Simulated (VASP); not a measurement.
# SiC (P6_3mc) in VASP: a series of runs

The runs below take SiC through single point, with PBE.

All numbers are computed with VASP 6.6.1; they aren't measurements. Logs are shortened: lines on timing, memory, paths and dates and some standing lists are left out, and cuts for length are marked.

## Step 1: The cell of the first run

It takes space group P6_3mc (No. 186, hexagonal). The conventional cell has a = 3.075 Å, b = 3.075 Å, c = 5.048 Å, α = 90.00°, β = 90.00°, γ = 120.00°. Within 2.5 Å of Si (site symmetry 3m) lie 4 C at 1.88 to 1.90 Å. Within 2.5 Å of C (site symmetry 3m) lie 4 Si at 1.88 to 1.90 Å.

## Step 2: Single point, PBE

The input, INCAR:

```
SYSTEM = SiC
PREC = Accurate
ENCUT = 520
EDIFF = 1E-7
ISMEAR = 0
SIGMA = 0.01
LREAL = .FALSE.
LASPH = .TRUE.
NELM = 100
ALGO = Normal
ISIF = 2
LWAVE = .FALSE.
LCHARG = .TRUE.
GGA = PE
LELF = .TRUE.
LVHAR = .TRUE.
NBANDS = 16
```

The input, KPOINTS:

```
Automatic mesh
0
G
  6 6 4
  0 0 0
```

The input, POSCAR:

```
SiC
1.0
    3.0753564100      0.0000000000      0.0000000000
   -1.5376782050      2.6633367767      0.0000000000
    0.0000000000      0.0000000000      5.0481087359
Si C
2 2
Direct
    0.3333333333      0.6666666667      0.4995917744
    0.6666666667      0.3333333333      0.9995917744
    0.3333333333      0.6666666667      0.8754082256
    0.6666666667      0.3333333333      0.3754082256
```

Potentials or basis: VASP PAW PBE potentials, release 64 (Si, C).

Launch:

```
$ cat potpaw_PBE.64/Si/POTCAR potpaw_PBE.64/C/POTCAR > POTCAR
$ mpirun -np 1 vasp_std > vasp.out
```

OUTCAR:

```text
SYSTEM = SiC
   PREC = Accurate
   ENCUT = 520
   EDIFF = 1E-7
   ISMEAR = 0
   LREAL = .FALSE.
   LASPH = .TRUE.
   NELM = 100
   ISIF = 2
   GGA = PE

 ion  position               nearest neighbor table
   1  0.333  0.667  0.500-   4 1.88   4 1.88   4 1.88   3 1.90   2 3.09   2 3.09   2 3.09   2 3.09
                             2 3.09   2 3.09
   2  0.667  0.333  1.000-   3 1.88   3 1.88   3 1.88   4 1.90   1 3.09   1 3.09   1 3.09   1 3.09
                             1 3.09   1 3.09
   3  0.333  0.667  0.875-   2 1.88   2 1.88   2 1.88   1 1.90
   4  0.667  0.333  0.375-   1 1.88   1 1.88   1 1.88   2 1.90

  LATTYP: Found a hexagonal cell.
 ALAT       =     3.0753564100
 C/A-ratio  =     1.6414711217

  Lattice vectors:

 A1 = (   3.0753564100,   0.0000000000,   0.0000000000)
 A2 = (  -1.5376782050,   2.6633367767,   0.0000000000)
 A3 = (   0.0000000000,   0.0000000000,   5.0481087359)

Analysis of symmetry for initial positions (statically):
=====================================================================
 Subroutine PRICEL returns:
 Original cell was already a primitive cell.

 Routine SETGRP: Setting up the symmetry group for a
 hexagonal supercell.

 Subroutine GETGRP returns: Found 12 space group operations
 (whereof  6 operations were pure point group operations)
 out of a pool of 24 trial point group operations.

The static configuration has the point symmetry C_3v.
 The point group associated with its full space group is C_6v.

Analysis of symmetry for dynamics (positions and initial velocities):
=====================================================================
 Subroutine PRICEL returns:
 Original cell was already a primitive cell.

 Routine SETGRP: Setting up the symmetry group for a
 hexagonal supercell.

 Subroutine GETGRP returns: Found 12 space group operations
 (whereof  6 operations were pure point group operations)
 out of a pool of 24 trial point group operations.

The dynamic configuration has the point symmetry C_3v.
 The point group associated with its full space group is C_6v.

 Subroutine INISYM returns: Found 12 space group operations
 (whereof  6 operations are pure point group operations),
 and found     1 'primitive' translations

----------------------------------------------------------------------------------------

                                     Primitive cell

  volume of cell :      41.3476

  direct lattice vectors                    reciprocal lattice vectors
     3.075356410  0.000000000  0.000000000     0.325165563  0.187734426  0.000000000
    -1.537678205  2.663336777  0.000000000     0.000000000  0.375468851  0.000000000
     0.000000000  0.000000000  5.048108736     0.000000000  0.000000000  0.198093990

  length of vectors
     3.075356410  3.075356410  5.048108736     0.375468851  0.375468851  0.198093990

  position of ions in fractional coordinates (direct lattice)
     0.333333333  0.666666667  0.499591774
     0.666666667  0.333333333  0.999591774
     0.333333333  0.666666667  0.875408226
     0.666666667  0.333333333  0.375408226

  ion indices of the primitive-cell ions
   primitive index   ion index
                 1           1
                 2           2
                 3           3
                 4           4

----------------------------------------------------------------------------------------

 KPOINTS: Automatic mesh

Automatic generation of k-mesh.
 Grid dimensions read from file:
 generate k-points for:    6    6    4

 Generating k-lattice:

  Cartesian coordinates                     Fractional coordinates (reciprocal lattice)
     0.054194261  0.031289071  0.000000000     0.166666667  0.000000000  0.000000000
     0.000000000  0.062578142  0.000000000     0.000000000  0.166666667  0.000000000
     0.000000000  0.000000000  0.049523497     0.000000000  0.000000000  0.250000000

  Length of vectors
     0.062578142  0.062578142  0.049523497

  Shift w.r.t. Gamma in fractional coordinates (k-lattice)
     0.000000000  0.000000000  0.000000000

 Subroutine IBZKPT returns following result:
 ===========================================

 Found     21 irreducible k-points:

 Following reciprocal coordinates:
            Coordinates               Weight
  0.000000  0.000000  0.000000      1.000000
  0.166667 -0.000000  0.000000      6.000000
  0.333333  0.000000  0.000000      6.000000
  0.500000 -0.000000  0.000000      3.000000
  0.166667  0.166667  0.000000      6.000000
  0.333333  0.166667  0.000000     12.000000
[... 13 lines left out ...]
  0.333333  0.166667  0.500000     12.000000
  0.333333  0.333333  0.500000      2.000000
   k-points           NKPTS =     21   k-points in BZ     NKDIM =     21   number of bands    NBANDS=     16
   number of dos      NEDOS =    301   number of ions     NIONS =      4
   total plane-waves  NPLWV =  23040
   dimension x,y,z NGX =    24 NGY =   24 NGZ =   40
   dimension x,y,z NGXF=    48 NGYF=   48 NGZF=   80
   ions per type =               2   2
   NGX,Y,Z   is equivalent  to a cutoff of  12.97, 12.97, 13.17 a.u.
   NGXF,Y,Z  is equivalent  to a cutoff of  25.95, 25.95, 26.35 a.u.
 SYSTEM =  SiC
   PREC   = accura    normal or accurate (medium, high low for compatibility)
   ISTART =      0    job   : 0-new  1-cont  2-samecut
   ICHARG =      2    charge: 1-file 2-atom 10-const
   ISPIN  =      1    spin polarized calculation?
   LNONCOLLINEAR =      F non collinear calculations
   LSORBIT =      F    spin-orbit coupling
   LASPH  =      T    aspherical Exc in radial PAW
   ENCUT  =  520.0 eV  38.22 Ry    6.18 a.u.   5.72  5.72  9.39*2*pi/ulx,y,z
   NELM   =    100;   NELMIN=  2; NELMDL= -5     # of ELM steps
   EDIFF  = 0.1E-06   stopping-criterion for ELM
   LREAL  =      F    real-space projection
   EDIFFG = 0.1E-05   stopping-criterion for IOM
   NSW    =      0    number of steps for IOM
   IBRION =     -1    ionic relax: 0-MD 1-quasi-New 2-CG
   NFREE  =      0    steps in history (QN), initial steepest desc. (CG)
   ISIF   =      2    stress and relaxation
   ISYM   =      2    0-nonsym 1-usesym 2-fastsym
   POTIM  = 0.5000    time-step for ionic-motion
   TEBEG  =    0.0;   TEEND  =   0.0 temperature during run
   PSTRESS=    0.0 pullay stress
   NELECT =      16.0000    total number of electrons
   NUPDOWN=      -1.0000    fix difference up-down
   EMIN   =  10.00;   EMAX   =-10.00  energy-range for DOS
   EFERMI =   0.00;   METHOD = LEGACY
   ISMEAR =     0;   SIGMA  =   0.01  broadening in eV -4-tet -1-fermi 0-gaus
   EFERMI_NEDOS =   21; number of points for ismear=-14 and -15
   IALGO  =     38    algorithm
   IMIX   =      4    mixing-type and parameters
     AMIX     =   0.40;   BMIX     =  1.00
     AMIX_MAG =   1.60;   BMIX_MAG =  1.00
  volume/ion in A,a.u.               =      10.34        69.76
  Fermi-wavevector in a.u.,A,eV,Ry     =   1.192975  2.254396 19.363673  1.423190
  Thomas-Fermi vector in A             =   2.329001
   LORBIT       =      0    0 simple, 1 ext, 2 COOP (PROOUT), +10 PAW based schemes
   GGA     = PE    functional components
   LHFCALC =     F    Hartree Fock is set to
   AEXX    =    0.0000 exact exchange contribution
   IVDW    =     0    specifies the selected vdW correction
   LEPSILON=     F    determine dielectric tensor
   LRPA    =     F    only Hartree local field effects (RPA)
 non-spin polarized calculation
 Gauss-broadening in eV      SIGMA  =   0.01
  energy-cutoff  :      520.00
  volume of cell :       41.35
 maximum number of plane-waves:      1124
 NGX is ok and might be reduce to    24
   NGX = 11   NGY = 11   NGZ = 19

 number of electron      16.0000000 magnetization

 Free energy of the ion-electron system (eV)
  ---------------------------------------------------
  ext. energy  EPLUGINS =         0.00000000
  ---------------------------------------------------
  free energy    TOTEN  =       -30.09265159 eV

  energy without entropy =      -30.09265159  energy(sigma->0) =      -30.09265159

 E-fermi :   8.3784     XC(G=0): -11.3510

 val. band max:        8.2682656313   @ k =   0.0000   0.0000   0.0000
 cond. band min:      10.5387623490   @ k =   0.3333   0.3333   0.0000
 fundamental gap:      2.2704967178
 Fermi energy:         8.3783602880

 k-point     1 :       0.0000    0.0000    0.0000
  band No.  band energies     occupation
      1      -7.3062      2.00000
      2      -3.7390      2.00000
      3      -0.4344      2.00000
      4       6.9517      2.00000
      5       6.9517      2.00000
      6       8.1553      2.00000
[... 8 lines left out ...]
     15      17.2242      0.00000
     16      19.6077      0.00000

 k-point     2 :       0.1667   -0.0000    0.0000
  band No.  band energies     occupation
      1      -6.8270      2.00000
      2      -3.3361      2.00000
      3       0.0012      2.00000
      4       4.7783      2.00000
      5       6.2633      2.00000
      6       6.6914      2.00000
[... 8 lines left out ...]
     15      17.8287      0.00000
     16      18.1810      0.00000

 k-point     3 :       0.3333    0.0000    0.0000
  band No.  band energies     occupation
      1      -5.4571      2.00000
      2      -2.3794      2.00000
      3       0.8263      2.00000
      4       2.0474      2.00000
      5       3.8970      2.00000
      6       5.3170      2.00000
[... 8 lines left out ...]
     15      19.1903      0.00000
     16      20.3301      0.00000

 k-point     4 :       0.5000   -0.0000    0.0000
  band No.  band energies     occupation
      1      -3.9819      2.00000
      2      -2.5176      2.00000
      3       0.4995      2.00000
      4       1.9746      2.00000
      5       2.8348      2.00000
      6       4.9469      2.00000
[... 8 lines left out ...]
     15      18.5941      0.00000
     16      20.7848      0.00000

 k-point     5 :       0.1667    0.1667    0.0000
  band No.  band energies     occupation
      1      -5.8972      2.00000
      2      -2.6280      2.00000
      3       0.7542      2.00000
      4       2.9860      2.00000
      5       4.1229      2.00000
      6       5.4547      2.00000
[... 8 lines left out ...]
     15      18.6111      0.00000
     16      19.0583      0.00000

 k-point     6 :       0.3333    0.1667    0.0000
  band No.  band energies     occupation
      1      -4.2446      2.00000
      2      -2.1439      2.00000
      3       0.8037      2.00000
      4       2.4030      2.00000
      5       2.8841      2.00000
      6       3.6019      2.00000
[... 8 lines left out ...]
     15      19.0987      0.00000
     16      19.9839      0.00000
[... 210 lines left out ...]
 k-point    18 :       0.5000   -0.0000    0.5000
  band No.  band energies     occupation
      1      -3.1154      2.00000
      2      -3.1154      2.00000
      3       0.0026      2.00000
      4       0.0026      2.00000
      5       5.8229      2.00000
      6       5.8229      2.00000
[... 8 lines left out ...]
     15      20.0312      0.00000
     16      20.0312      0.00000

 k-point    19 :       0.1667    0.1667    0.5000
  band No.  band energies     occupation
      1      -4.7558      2.00000
      2      -4.7558      2.00000
      3       2.9027      2.00000
      4       2.9027      2.00000
      5       5.2552      2.00000
      6       5.2552      2.00000
[... 8 lines left out ...]
     15      18.5393      0.00000
     16      18.5393      0.00000

 k-point    20 :       0.3333    0.1667    0.5000
  band No.  band energies     occupation
      1      -3.2793      2.00000
      2      -3.2793      2.00000
      3       0.7708      2.00000
      4       0.7708      2.00000
      5       4.1699      2.00000
      6       4.1699      2.00000
[... 8 lines left out ...]
     15      19.9739      0.00000
     16      19.9739      0.00000

 k-point    21 :       0.3333    0.3333    0.5000
  band No.  band energies     occupation
      1      -2.5103      2.00000
      2      -2.5103      2.00000
      3       0.5176      2.00000
      4       0.5176      2.00000
      5       2.6264      2.00000
      6       2.6264      2.00000
[... 8 lines left out ...]
     15      19.9184      0.00000
     16      19.9184      0.00000

------------------------ aborting loop because EDIFF is reached ----------------------------------------

  FORCE on cell =-STRESS in cart. coord.  units (eV):
  Direction    XX          YY          ZZ          XY          YZ          ZX
  --------------------------------------------------------------------------------------
  -------------------------------------------------------------------------------------
  Total        0.9215649      0.9215649      0.8346487      0.0000000      0.0000000      0.0000000
  in kB       35.7097044     35.7097044     32.3417923      0.0000000      0.0000000      0.0000000
  external PRESSURE =      34.5870670 kB  Pullay stress =       0.0000000 kB

 VOLUME and BASIS-vectors are now :
 -----------------------------------------------------------------------------
  energy-cutoff  :      520.00
  volume of cell :       41.35
      direct lattice vectors                 reciprocal lattice vectors
     3.075356410  0.000000000  0.000000000     0.325165563  0.187734426  0.000000000
    -1.537678205  2.663336777  0.000000000     0.000000000  0.375468851  0.000000000
     0.000000000  0.000000000  5.048108736     0.000000000  0.000000000  0.198093990

 POSITION                                       TOTAL-FORCE (eV/Angst)
 -----------------------------------------------------------------------------------
     -0.00000      1.77556      2.52199         0.000000      0.000000     -0.004212
      1.53768      0.88778      5.04605        -0.000000      0.000000     -0.004212
     -0.00000      1.77556      4.41916        -0.000000      0.000000      0.004212
      1.53768      0.88778      1.89510         0.000000      0.000000      0.004212
 -----------------------------------------------------------------------------------
    total drift:                               -0.000000     -0.000000     -0.000126

  FREE ENERGIE OF THE ION-ELECTRON SYSTEM (eV)
  ---------------------------------------------------
  free  energy   TOTEN  =       -30.0926515909 eV

  energy  without entropy=      -30.0926515909  energy(sigma->0) =      -30.09265159
```

Run time: 9.3 s. Hardware: 1 thread of Intel Xeon 6975P-C, shared host; peak memory 0.15 GiB.

What came out:

| Property | Result |
| --- | --- |
| Free energy | -30.0927 eV |
| Pressure | 3.5 GPa |
| Largest force | 0.004 eV/Å |
| Band gap on the k mesh | 2.27 eV, indirect (least direct gap 3.97 eV) |

Forces on the atoms (eV/Å):
```
Si   0.000  0.000 -0.004
Si   0.000  0.000 -0.004
C    0.000  0.000  0.004
C    0.000  0.000  0.004
```

Stress tensor (GPa, compression positive):
```
3.57 0.00 0.00
0.00 3.57 0.00
0.00 0.00 3.23
```

Levels at points of the mesh, in eV from the valence-band top:
```
           k point  band 4  band 5  band 6  band 7  band 8  band 9  band 10  band 11  band 12  band 13
(0.00, 0.00, 0.00)   -1.32   -1.32   -0.11    0.00    0.00    4.81     6.21     6.67     6.67     7.75
(0.50, 0.00, 0.00)   -6.29   -5.43   -3.32   -3.29   -1.20    2.78     4.22     6.88     7.13    10.05
(0.00, 0.00, 0.50)   -4.44   -0.71   -0.71   -0.71   -0.71    5.90     5.90     7.35     7.35     7.35
(0.50, 0.00, 0.50)   -8.27   -2.45   -2.45   -2.33   -2.33    3.28     3.28     5.25     5.25    10.37
```

(Continued in part 2 of 2.)
